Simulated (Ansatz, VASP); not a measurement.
## Ni in VASP and in Ansatz

File INCAR:

```
SYSTEM = Ni
ALGO = Normal ; EDIFF = 1E-6
ENCUT = 690 ; GGA = CA
GGA_COMPAT = .False. ; ISIF = 2
ISMEAR = -1 ; ISPIN = 2
LASPH = .True. ; LCHARG = .True.
LELF = .True. ; LMAXMIX = 4
LORBIT = 11 ; LREAL = .False.
LVHAR = .True. ; LWAVE = .False.
MAGMOM = 0.572 0.612 0.612 ; NBANDS = 38
NELM = 200 ; PREC = Accurate
SIGMA = 0.05
```

The input KPOINTS:

```
k-points
0
Gamma
  11 11 15
  0 0 0
```

File POSCAR:

```
Ni
1.0
    3.8311600478      0.0000000000      0.0000000000
   -1.9155800239      3.3178819274      0.0000000000
    0.0000000000      0.0000000000      2.3170250493
Ni
3
Direct
    1.0000000000      1.0000000000      1.0000000000
    0.3333333333      0.6666666667      0.5000000000
    0.6666666667      0.3333333333      0.5000000000
```

Input for Ansatz:

```yaml
crystal:
  lattice:
    - [3.8311600478, 0.0, 0.0]
    - [-1.9155800239, 3.3178819274, 0.0]
    - [0.0, 0.0, 2.3170250493]
  atoms:
    - { symbol: Ni, position: [1.0, 1.0, 1.0], spin: 0.572 }
    - { symbol: Ni, position: [0.3333333333, 0.6666666667, 0.5], spin: 0.612 }
    - { symbol: Ni, position: [0.6666666667, 0.3333333333, 0.5], spin: 0.612 }
hamiltonian:
  xc: lda
  pseudopotentials:
    kind: paw
    azcp:
      Ni: "pseudopotentials/Ni.paw.azcp"
basis:
  ecutwfc: 420
  fft_grid_basis: typed
kpoints:
  mp_grid: { grid: [11, 11, 15], shift: [0, 0, 0] }
magnetization:
  spin_polarized: true
scf:
  occupations: { method: fermi_dirac, width: 0.05 }
  lower_state_search: "off"
output:
  stress: true
```

Alike in both runs: task single point; functional LDA; k mesh 11 × 11 × 15; occupations fermi-dirac, width 0.05 eV; collinear spin.

```csv
,VASP,Ansatz
version,VASP 6.6.1,Ansatz 0.2.0
potentials or method,"VASP PAW LDA potentials, release 64 (Ni_sv_GW), cutoff 690 eV","plane waves (420 eV) with PAW, scalar-relativistic"
valence electrons in the cell,54,54
```

Ansatz gave:

| Property | Result |
| --- | --- |
| pressure (GPa) | 10.8 |
| traceless stress, the component that is largest in VASP (GPa) | -0.48 |
| net moment per atom (μB) | 0.54 |
| size of the moment on the site where the two differ most (μB) | 0.57 |

Problem. Which values does VASP return?

Solution. Pressure (GPa): 10.2; traceless stress, the component that is largest in VASP (GPa): -0.83; net moment per atom (μB): 0.52; size of the moment on the site where the two differ most (μB): 0.53.

Ansatz warns that its potentials were made for another functional, while VASP's fit it. LDA's correlation is that of Perdew and Zunger in VASP and of Perdew and Wang (1992) in Ansatz. Site moments also hang on the region over which each program counts them.
